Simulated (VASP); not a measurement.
# Ca (P6_3/mmc) in VASP: notebook, part 2 of 2

VASP 6.6.1. The steps go on from the part before.

**3. Single point, r2SCAN (volume scaled by 1.12)**

POSCAR reads:

```
Ca
1.0
    4.0880221791      0.0000000000      0.0000000000
   -2.0440110896      3.5403310583      0.0000000000
    0.0000000000      0.0000000000      6.7236184451
Ca
2
Direct
    0.3333333333      0.6666666667      0.2500000000
    0.6666666667      0.3333333333      0.7500000000
```

INCAR.step1 reads:

```
PREC = Accurate
ENCUT = 520
ISMEAR = -1
SIGMA = 0.1
LREAL = F
LASPH = T
NELM = 100
NBANDS = 17
GGA = PE
ALGO = Normal
EDIFF = 1E-4
LWAVE = T
LCHARG = F
```

INCAR.step2 reads:

```
PREC = Accurate
ENCUT = 520
EDIFF = 1E-6
ISMEAR = -1
SIGMA = 0.1
LREAL = F
LASPH = T
NELM = 100
ALGO = Normal
ISIF = 2
LWAVE = F
LCHARG = F
METAGGA = R2SCAN
LMIXTAU = T
NBANDS = 17
ISTART = 1
```

KPOINTS reads:

```
regular mesh
0
Gamma
  10 10 6
```

Potentials or basis: VASP PAW PBE potentials, release 64 (Ca_sv).

On the command line:

```sh
cat potpaw_PBE.64/Ca_sv/POTCAR > POTCAR
cp INCAR.step1 INCAR
mpirun -np 1 vasp_std > vasp.out
cp INCAR.step2 INCAR
mpirun -np 1 vasp_std > vasp.out
```

OUTCAR:

```text
PREC = Accurate
   ENCUT = 520
   EDIFF = 1E-6
   ISMEAR = -1
   LREAL = F
   LASPH = T
   NELM = 100
   ISIF = 2
   METAGGA = R2SCAN
   ISTART = 1

 ion  position               nearest neighbor table
   1  0.333  0.667  0.250-
   2  0.667  0.333  0.750-

  LATTYP: Found a hexagonal cell.
 ALAT       =     4.0880221791
 C/A-ratio  =     1.6447118314

  Lattice vectors:

 A1 = (   4.0880221791,   0.0000000000,   0.0000000000)
 A2 = (  -2.0440110896,   3.5403310583,   0.0000000000)
 A3 = (   0.0000000000,   0.0000000000,   6.7236184451)

Analysis of symmetry for initial positions (statically):
=====================================================================
 Subroutine PRICEL returns:
 Original cell was already a primitive cell.

 Routine SETGRP: Setting up the symmetry group for a
 hexagonal supercell.

 Subroutine GETGRP returns: Found 24 space group operations
 (whereof 12 operations were pure point group operations)
 out of a pool of 24 trial point group operations.

The static configuration has the point symmetry D_3d.
 The point group associated with its full space group is D_6h.

Analysis of symmetry for dynamics (positions and initial velocities):
=====================================================================
 Subroutine PRICEL returns:
 Original cell was already a primitive cell.

 Routine SETGRP: Setting up the symmetry group for a
 hexagonal supercell.

 Subroutine GETGRP returns: Found 24 space group operations
 (whereof 12 operations were pure point group operations)
 out of a pool of 24 trial point group operations.

The dynamic configuration has the point symmetry D_3d.
 The point group associated with its full space group is D_6h.

 Subroutine INISYM returns: Found 24 space group operations
 (whereof 12 operations are pure point group operations),
 and found     1 'primitive' translations

----------------------------------------------------------------------------------------

                                     Primitive cell

  volume of cell :      97.3106

  direct lattice vectors                    reciprocal lattice vectors
     4.088022179  0.000000000  0.000000000     0.244617068  0.141229730  0.000000000
    -2.044011090  3.540331058  0.000000000     0.000000000  0.282459460  0.000000000
     0.000000000  0.000000000  6.723618445     0.000000000  0.000000000  0.148729439

  length of vectors
     4.088022179  4.088022179  6.723618445     0.282459460  0.282459460  0.148729439

  position of ions in fractional coordinates (direct lattice)
     0.333333333  0.666666667  0.250000000
     0.666666667  0.333333333  0.750000000

  ion indices of the primitive-cell ions
   primitive index   ion index
                 1           1
                 2           2

----------------------------------------------------------------------------------------

 KPOINTS: regular mesh

Automatic generation of k-mesh.
 Grid dimensions read from file:
 generate k-points for:   10   10    6

 Generating k-lattice:

  Cartesian coordinates                     Fractional coordinates (reciprocal lattice)
     0.024461707  0.014122973  0.000000000     0.100000000  0.000000000  0.000000000
     0.000000000  0.028245946  0.000000000     0.000000000  0.100000000  0.000000000
     0.000000000  0.000000000  0.024788240     0.000000000  0.000000000  0.166666667

  Length of vectors
     0.028245946  0.028245946  0.024788240

  Shift w.r.t. Gamma in fractional coordinates (k-lattice)
     0.000000000  0.000000000  0.000000000

 Subroutine IBZKPT returns following result:
 ===========================================

 Found     56 irreducible k-points:

 Following reciprocal coordinates:
            Coordinates               Weight
  0.000000  0.000000  0.000000      1.000000
  0.100000 -0.000000  0.000000      6.000000
  0.200000 -0.000000  0.000000      6.000000
  0.300000 -0.000000  0.000000      6.000000
  0.400000 -0.000000  0.000000      6.000000
  0.500000 -0.000000  0.000000      3.000000
[... 16 lines left out ...]
  0.300000  0.100000  0.166667     24.000000
  0.400000  0.100000  0.166667     24.000000
 [... further k-points ...]
   k-points           NKPTS =     56   k-points in BZ     NKDIM =     56   number of bands    NBANDS=     17
   number of dos      NEDOS =    301   number of ions     NIONS =      2
   total plane-waves  NPLWV =  45000
   dimension x,y,z NGX =    30 NGY =   30 NGZ =   50
   dimension x,y,z NGXF=    60 NGYF=   60 NGZF=  100
   ions per type =               2
   NGX,Y,Z   is equivalent  to a cutoff of  12.20, 12.20, 12.36 a.u.
   NGXF,Y,Z  is equivalent  to a cutoff of  24.40, 24.40, 24.73 a.u.
 SYSTEM =  unknown system
   PREC   = accura    normal or accurate (medium, high low for compatibility)
   ISTART =      1    job   : 0-new  1-cont  2-samecut
   ICHARG =      0    charge: 1-file 2-atom 10-const
   ISPIN  =      1    spin polarized calculation?
   LNONCOLLINEAR =      F non collinear calculations
   LSORBIT =      F    spin-orbit coupling
   LASPH  =      T    aspherical Exc in radial PAW
   ENCUT  =  520.0 eV  38.22 Ry    6.18 a.u.   7.60  7.60 12.50*2*pi/ulx,y,z
   NELM   =    100;   NELMIN=  2; NELMDL=  0     # of ELM steps
   EDIFF  = 0.1E-05   stopping-criterion for ELM
   LREAL  =      F    real-space projection
   EDIFFG = 0.1E-04   stopping-criterion for IOM
   NSW    =      0    number of steps for IOM
   IBRION =     -1    ionic relax: 0-MD 1-quasi-New 2-CG
   NFREE  =      0    steps in history (QN), initial steepest desc. (CG)
   ISIF   =      2    stress and relaxation
   ISYM   =      2    0-nonsym 1-usesym 2-fastsym
   POTIM  = 0.5000    time-step for ionic-motion
   TEBEG  =    0.0;   TEEND  =   0.0 temperature during run
   PSTRESS=    0.0 pullay stress
   NELECT =      20.0000    total number of electrons
   NUPDOWN=      -1.0000    fix difference up-down
   EMIN   =  10.00;   EMAX   =-10.00  energy-range for DOS
   EFERMI =   0.00;   METHOD = LEGACY
   ISMEAR =    -1;   SIGMA  =   0.10  broadening in eV -4-tet -1-fermi 0-gaus
   EFERMI_NEDOS =   21; number of points for ismear=-14 and -15
   IALGO  =     38    algorithm
   IMIX   =      4    mixing-type and parameters
     AMIX     =   0.40;   BMIX     =  1.00
     AMIX_MAG =   1.60;   BMIX_MAG =  1.00
  volume/ion in A,a.u.               =      48.66       328.34
  Fermi-wavevector in a.u.,A,eV,Ry     =   0.966121  1.825704 12.699534  0.933389
  Thomas-Fermi vector in A             =   2.095895
   LORBIT       =      0    0 simple, 1 ext, 2 COOP (PROOUT), +10 PAW based schemes
   METAGGA = R2SCAN    functional components
   LHFCALC =     F    Hartree Fock is set to
   AEXX    =    0.0000 exact exchange contribution
   IVDW    =     0    specifies the selected vdW correction
   LEPSILON=     F    determine dielectric tensor
   LRPA    =     F    only Hartree local field effects (RPA)
 non-spin polarized calculation
  energy-cutoff  :      520.00
  volume of cell :       97.31
 maximum number of plane-waves:      2653
   NGX = 15   NGY = 15   NGZ = 25

 number of electron      19.9999997 magnetization

 Free energy of the ion-electron system (eV)
  ---------------------------------------------------
  ext. energy  EPLUGINS =         0.00000000
  ---------------------------------------------------
  free energy    TOTEN  =       -14.03796074 eV

  energy without entropy =      -13.96057313  energy(sigma->0) =      -13.99926694

 E-fermi :   1.5073     XC(G=0):  -7.7670

 val. band max:        1.5061383984   @ k =   0.4000   0.1000   0.3333
 cond. band min:       1.5347147952   @ k =   0.3000   0.3000   0.0000
 fundamental gap:      0.0285763968
 Fermi energy:         1.5072936580

 k-point     1 :       0.0000    0.0000    0.0000
  band No.  band energies     occupation
      1     -42.6478      2.00000
      2     -42.6408      2.00000
      3     -22.7687      2.00000
      4     -22.7011      2.00000
      5     -22.7011      2.00000
      6     -22.6894      2.00000
[... 9 lines left out ...]
     16       4.2381      0.00000
     17       4.6119      0.00000
[... 441 lines left out ...]
 k-point    24 :       0.4000    0.1000    0.1667
  band No.  band energies     occupation
      1     -42.6403      2.00000
      2     -42.6382      2.00000
      3     -22.7673      2.00000
      4     -22.7562      2.00000
      5     -22.7282      2.00000
      6     -22.7212      2.00000
[... 9 lines left out ...]
     16       5.1434      0.00000
     17       5.2918      0.00000

 [... further k-points ...]

------------------------ aborting loop because EDIFF is reached ----------------------------------------

  FORCE on cell =-STRESS in cart. coord.  units (eV):
  Direction    XX          YY          ZZ          XY          YZ          ZX
  --------------------------------------------------------------------------------------
  -------------------------------------------------------------------------------------
  Total       -0.9676125     -0.9676125     -1.0588568      0.0000000     -0.0000000      0.0000000
  in kB      -15.9313235    -15.9313235    -17.4336230      0.0000000     -0.0000000      0.0000000
  external PRESSURE =     -16.4320900 kB  Pullay stress =       0.0000000 kB

 VOLUME and BASIS-vectors are now :
 -----------------------------------------------------------------------------
  energy-cutoff  :      520.00
  volume of cell :       97.31
      direct lattice vectors                 reciprocal lattice vectors
     4.088022179  0.000000000  0.000000000     0.244617068  0.141229730  0.000000000
    -2.044011090  3.540331058  0.000000000     0.000000000  0.282459460  0.000000000
     0.000000000  0.000000000  6.723618445     0.000000000  0.000000000  0.148729439

 POSITION                                       TOTAL-FORCE (eV/Angst)
 -----------------------------------------------------------------------------------
     -0.00000      2.36022      1.68090        -0.000000      0.000000      0.000000
      2.04401      1.18011      5.04271         0.000000     -0.000000      0.000000
 -----------------------------------------------------------------------------------
    total drift:                               -0.000000      0.000000     -0.000000

  FREE ENERGIE OF THE ION-ELECTRON SYSTEM (eV)
  ---------------------------------------------------
  free  energy   TOTEN  =       -14.0379607420 eV

  energy  without entropy=      -13.9605731321  energy(sigma->0) =      -13.99926694
```

OSZICAR.step1:

```text
N       E                     dE             d eps       ncg     rms          rms(c)
DAV:   1     0.167110907851E+03    0.16711E+03   -0.98840E+03  1912   0.103E+03
DAV:   2     0.528746711300E+01   -0.16182E+03   -0.15987E+03  2196   0.307E+02
DAV:   3    -0.347481783919E+01   -0.87623E+01   -0.87126E+01  3637   0.519E+01
DAV:   4    -0.380246021719E+01   -0.32764E+00   -0.32691E+00  2540   0.104E+01
DAV:   5    -0.381906579545E+01   -0.16606E-01   -0.16600E-01  3194   0.152E+00    0.323E+00
DAV:   6    -0.381573950814E+01    0.33263E-02   -0.24437E-02  2587   0.145E+00    0.197E+00
DAV:   7    -0.381784720947E+01   -0.21077E-02   -0.34357E-02  2282   0.193E+00    0.130E-01
DAV:   8    -0.381709289420E+01    0.75432E-03   -0.32214E-03  2489   0.474E-01    0.264E-02
DAV:   9    -0.381713766727E+01   -0.44773E-04   -0.32636E-04  2317   0.788E-02
   1 F= -.38171377E+01 E0= -.37738957E+01  d E =-.864839E-01
```

Wall time 4.7 min (1 thread of Oxide Virtual Turin-like, shared host); peak memory 0.22 GiB.

Results:

* Free energy: -14.0380 eV
* Pressure: -1.6 GPa
* Band gap on the k mesh: zero (band 10 reaches 1.71 eV, above the bottom of band 11 at 1.07 eV)

Caveat: the PAW data sets were made with another functional, which shifts forces and pressure a little.
